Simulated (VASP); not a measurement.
# MnS (F-43m) in VASP: a series of runs

MnS is run at these levels: PBE; tasks: electric field gradients, single point.

All numbers are computed with VASP 6.6.1; they aren't measurements. Logs are shortened: lines on timing, memory, paths and dates and some standing lists are left out, and cuts for length are marked.

## 1. The cell of the first run

It takes space group F-43m (No. 216, cubic). The conventional cell has a = 5.524 Å, b = 5.524 Å, c = 5.524 Å, α = 90.00°, β = 90.00°, γ = 90.00°. Mn (site symmetry -43m) has 4 S at 2.39 Å within 3.2 Å. S (site symmetry -43m) has 4 Mn at 2.39 Å within 3.2 Å.

## 2. Electric field gradients, PBE, collinear spin, ferromagnetic start (21.07 Å³/atom)

The input, INCAR:

```
SYSTEM = MnS
PREC     = Accurate       ! precision mode
ENCUT    = 520            ! plane-wave cutoff, eV
EDIFF    = 1E-8           ! SCF threshold, eV
ISMEAR   = -1             ! smearing method
SIGMA    = 0.03           ! smearing width, eV
LREAL    = .FALSE.        ! projectors in reciprocal space
LASPH    = .TRUE.         ! aspherical terms in the spheres
NELM     = 150            ! most SCF steps
ALGO     = Normal         ! electronic algorithm
ISIF     = 2              ! what is computed and relaxed
LWAVE    = .FALSE.        ! write WAVECAR
LCHARG   = .FALSE.        ! write CHGCAR
ISPIN    = 2              ! spin polarisation
MAGMOM   = 4 0            ! initial moments
LORBIT   = 11             ! projections on sites
LMAXMIX  = 4              ! l up to which the mixer works
GGA      = PE             ! functional
LEFG     = .TRUE.       
NBANDS   = 20             ! bands
```

The input, KPOINTS:

```
Automatic mesh
0
G
  10 10 10
  0 0 0
```

The input, POSCAR:

```
MnS
1.0
    0.0000000000      2.7621575232      2.7621575232
    2.7621575232      0.0000000000      2.7621575232
    2.7621575232      2.7621575232      0.0000000000
Mn S
1 1
Direct
    0.0000000000      0.0000000000      0.0000000000
    0.7500000000      0.7500000000      0.7500000000
```

Potentials or basis: VASP PAW PBE potentials, release 64 (Mn_pv, S).

Started as:

```console
$ cat potpaw_PBE.64/Mn_pv/POTCAR potpaw_PBE.64/S/POTCAR > POTCAR
$ mpirun -np 1 vasp_std > vasp.out
```

OUTCAR:

```text
SYSTEM = MnS
   PREC = Accurate
   ENCUT = 520
   EDIFF = 1E-8
   ISMEAR = -1
   LREAL = .FALSE.
   LASPH = .TRUE.
   NELM = 150
   ISIF = 2
   ISPIN = 2
   LORBIT = 11
   GGA = PE

 ion  position               nearest neighbor table
   1  0.000  0.000  0.000-   2 2.39   2 2.39   2 2.39   2 2.39
   2  0.750  0.750  0.750-   1 2.39   1 2.39   1 2.39   1 2.39

  LATTYP: Found a face centered cubic cell.
 ALAT       =     5.5243150464

  Lattice vectors:

 A1 = (   0.0000000000,   2.7621575232,   2.7621575232)
 A2 = (   2.7621575232,   0.0000000000,   2.7621575232)
 A3 = (   2.7621575232,   2.7621575232,   0.0000000000)

Analysis of symmetry for initial positions (statically):
=====================================================================
 Subroutine PRICEL returns:
 Original cell was already a primitive cell.

 Routine SETGRP: Setting up the symmetry group for a
 face centered cubic supercell.

 Subroutine GETGRP returns: Found 24 space group operations
 (whereof 24 operations were pure point group operations)
 out of a pool of 48 trial point group operations.

The static configuration has the point symmetry T_d .

Analysis of symmetry for dynamics (positions and initial velocities):
=====================================================================
 Subroutine PRICEL returns:
 Original cell was already a primitive cell.

 Routine SETGRP: Setting up the symmetry group for a
 face centered cubic supercell.

 Subroutine GETGRP returns: Found 24 space group operations
 (whereof 24 operations were pure point group operations)
 out of a pool of 48 trial point group operations.

The dynamic configuration has the point symmetry T_d .

Analysis of structural, dynamic, and magnetic symmetry:
=====================================================================
 Subroutine PRICEL returns:
 Original cell was already a primitive cell.

 Routine SETGRP: Setting up the symmetry group for a
 face centered cubic supercell.

 Subroutine GETGRP returns: Found 24 space group operations
 (whereof 24 operations were pure point group operations)
 out of a pool of 48 trial point group operations.

The overall configuration has the point symmetry T_d .

 Subroutine INISYM returns: Found 24 space group operations
 (whereof 24 operations are pure point group operations),
 and found     1 'primitive' translations

----------------------------------------------------------------------------------------

                                     Primitive cell

  volume of cell :      42.1478

  direct lattice vectors                    reciprocal lattice vectors
     0.000000000  2.762157523  2.762157523    -0.181017917  0.181017917  0.181017917
     2.762157523  0.000000000  2.762157523     0.181017917 -0.181017917  0.181017917
     2.762157523  2.762157523  0.000000000     0.181017917  0.181017917 -0.181017917

  length of vectors
     3.906280631  3.906280631  3.906280631     0.313532229  0.313532229  0.313532229

  position of ions in fractional coordinates (direct lattice)
     0.000000000  0.000000000  0.000000000
     0.750000000  0.750000000  0.750000000

  ion indices of the primitive-cell ions
   primitive index   ion index
                 1           1
                 2           2

----------------------------------------------------------------------------------------

 KPOINTS: Automatic mesh

Automatic generation of k-mesh.
 Grid dimensions read from file:
 generate k-points for:   10   10   10

 Generating k-lattice:

  Cartesian coordinates                     Fractional coordinates (reciprocal lattice)
    -0.018101792  0.018101792  0.018101792     0.100000000  0.000000000  0.000000000
     0.018101792 -0.018101792  0.018101792     0.000000000  0.100000000  0.000000000
     0.018101792  0.018101792 -0.018101792     0.000000000  0.000000000  0.100000000

  Length of vectors
     0.031353223  0.031353223  0.031353223

  Shift w.r.t. Gamma in fractional coordinates (k-lattice)
     0.000000000  0.000000000  0.000000000

 Subroutine IBZKPT returns following result:
[... 55 lines left out ...]
   ISIF   =      2    stress and relaxation
   ISYM   =      2    0-nonsym 1-usesym 2-fastsym
   POTIM  = 0.5000    time-step for ionic-motion
   TEBEG  =    0.0;   TEEND  =   0.0 temperature during run
   PSTRESS=    0.0 pullay stress
   NELECT =      19.0000    total number of electrons
   NUPDOWN=      -1.0000    fix difference up-down
   EMIN   =  10.00;   EMAX   =-10.00  energy-range for DOS
   EFERMI =   0.00;   METHOD = LEGACY
   ISMEAR =    -1;   SIGMA  =   0.03  broadening in eV -4-tet -1-fermi 0-gaus
   EFERMI_NEDOS =   21; number of points for ismear=-14 and -15
   IALGO  =     38    algorithm
   IMIX   =      4    mixing-type and parameters
     AMIX     =   0.40;   BMIX     =  1.00
     AMIX_MAG =   1.60;   BMIX_MAG =  1.00
  volume/ion in A,a.u.               =      21.07       142.21
  Fermi-wavevector in a.u.,A,eV,Ry     =   1.255262  2.372101 21.438452  1.575682
  Thomas-Fermi vector in A             =   2.389027
   LORBIT       =     11    0 simple, 1 ext, 2 COOP (PROOUT), +10 PAW based schemes
   GGA     = PE    functional components
   LHFCALC =     F    Hartree Fock is set to
   AEXX    =    0.0000 exact exchange contribution
   IVDW    =     0    specifies the selected vdW correction
   LEPSILON=     F    determine dielectric tensor
   LRPA    =     F    only Hartree local field effects (RPA)
 spin polarized calculation
  energy-cutoff  :      520.00
  volume of cell :       42.15
 maximum number of plane-waves:      1158
 NGX is ok and might be reduce to    30
   NGX = 15   NGY = 15   NGZ = 15

 number of electron      18.9999997 magnetization       4.8038507

 Free energy of the ion-electron system (eV)
  ---------------------------------------------------
  ext. energy  EPLUGINS =         0.00000000
  ---------------------------------------------------
  free energy    TOTEN  =       -14.05870821 eV

  energy without entropy =      -14.05456664  energy(sigma->0) =      -14.05663742

 E-fermi :   4.7967     XC(G=0):  -9.5181

 val. band max:        4.7959489787   @ k =  -0.4000   0.4000   0.1000
 cond. band min:       4.8148049515   @ k =   0.2000   0.1000   0.0000
 fundamental gap:      0.0188559728
 Fermi energy:         4.7967148096

 spin component 1

 k-point     1 :       0.0000    0.0000    0.0000
  band No.  band energies     occupation
      1     -45.8255      1.00000
      2     -45.8255      1.00000
      3     -45.8255      1.00000
      4      -9.2603      1.00000
      5      -0.1150      1.00000
      6      -0.1150      1.00000
[... 541 lines left out ...]
     19      19.4849      0.00000
     20      20.1344      0.00000

 [... further k-points ...]

 spin component 2

 k-point     1 :       0.0000    0.0000    0.0000
  band No.  band energies     occupation
      1     -41.3335      1.00000
      2     -41.3335      1.00000
      3     -41.3335      1.00000
      4      -8.9538      1.00000
      5       1.4032      1.00000
      6       1.4032      1.00000
[... 541 lines left out ...]
     19      20.2494      0.00000
     20      20.8920      0.00000

 [... further k-points ...]

------------------------ aborting loop because EDIFF is reached ----------------------------------------

  FORCE on cell =-STRESS in cart. coord.  units (eV):
  Direction    XX          YY          ZZ          XY          YZ          ZX
  --------------------------------------------------------------------------------------
  -------------------------------------------------------------------------------------
  Total        0.7509672      0.7509672      0.7509672     -0.0000000     -0.0000000      0.0000000
  in kB       28.5467207     28.5467207     28.5467207     -0.0000000     -0.0000000      0.0000000
  external PRESSURE =      28.5467207 kB  Pullay stress =       0.0000000 kB

 VOLUME and BASIS-vectors are now :
 -----------------------------------------------------------------------------
  energy-cutoff  :      520.00
  volume of cell :       42.15
      direct lattice vectors                 reciprocal lattice vectors
     0.000000000  2.762157523  2.762157523    -0.181017917  0.181017917  0.181017917
     2.762157523  0.000000000  2.762157523     0.181017917 -0.181017917  0.181017917
     2.762157523  2.762157523  0.000000000     0.181017917  0.181017917 -0.181017917

 POSITION                                       TOTAL-FORCE (eV/Angst)
 -----------------------------------------------------------------------------------
      0.00000      0.00000      0.00000        -0.000000     -0.000000     -0.000000
      4.14324      4.14324      4.14324         0.000000      0.000000      0.000000
 -----------------------------------------------------------------------------------
    total drift:                                0.000001      0.000001      0.000001

  FREE ENERGIE OF THE ION-ELECTRON SYSTEM (eV)
  ---------------------------------------------------
  free  energy   TOTEN  =       -14.0587082054 eV

  energy  without entropy=      -14.0545666355  energy(sigma->0) =      -14.05663742

 Electric field gradients (V/A^2)
---------------------------------------------------------------------
 ion       V_xx      V_yy      V_zz      V_xy      V_xz      V_yz
---------------------------------------------------------------------
   1      -0.000    -0.000    -0.000     0.004     0.004     0.004
   2      -0.000    -0.000     0.000    -0.000    -0.000    -0.000
---------------------------------------------------------------------

 Electric field gradients after diagonalization (V/A^2)
 (convention: |V_zz| > |V_xx| > |V_yy|)
----------------------------------------------------------------------
 ion       V_xx      V_yy      V_zz     asymmetry (V_yy - V_xx)/ V_zz
----------------------------------------------------------------------
   1      -0.004    -0.004     0.009       0.000
   2       0.000     0.000    -0.001       0.000
----------------------------------------------------------------------

           NMR quadrupolar parameters

 Cq : quadrupolar parameter    Cq=e*Q*V_zz/h
 eta: asymmetry parameters     (V_yy - V_xx)/ V_zz
 Q  : nuclear electric quadrupole moment in mb (millibarn)
----------------------------------------------------------------------
 ion       Cq(MHz)       eta       Q (mb)
----------------------------------------------------------------------
   1       0.000       0.000       1.000
   2      -0.000       0.000       1.000
----------------------------------------------------------------------

 total charge

# of ion       s       p       d       tot
------------------------------------------
    1        0.268   6.228   4.921  11.417
    2        1.316   2.456   0.000   3.772
--------------------------------------------------
tot          1.584   8.684   4.921  15.189

 magnetization (x)

# of ion       s       p       d       tot
------------------------------------------
    1        0.049   0.068   4.127   4.244
    2        0.011   0.065   0.000   0.076
--------------------------------------------------
tot          0.060   0.133   4.127   4.320
```

Wall time 2.1 min (1 thread of Oxide Virtual Turin-like, shared host); peak memory 0.18 GiB.

Results:

```
Free energy                                           : -14.0587 eV
Pressure                                              : 2.9 GPa
Net moment                                            : 4.80 μB per cell
Site moments                                          : Mn +4.24; S +0.08 μB
Largest electric field gradient by atom               : under 0.05 V/Å² on every atom
Valence electrons inside the program's atomic spheres : Mn 11.42; S 3.77
```

Caveat: a cell with one magnetic atom can't hold antiferromagnetic order, which such compounds often take; semilocal functionals often make such compounds metallic where correlation or magnetic order opens a gap, which also shifts bond lengths.

[end of part 1 of 2]
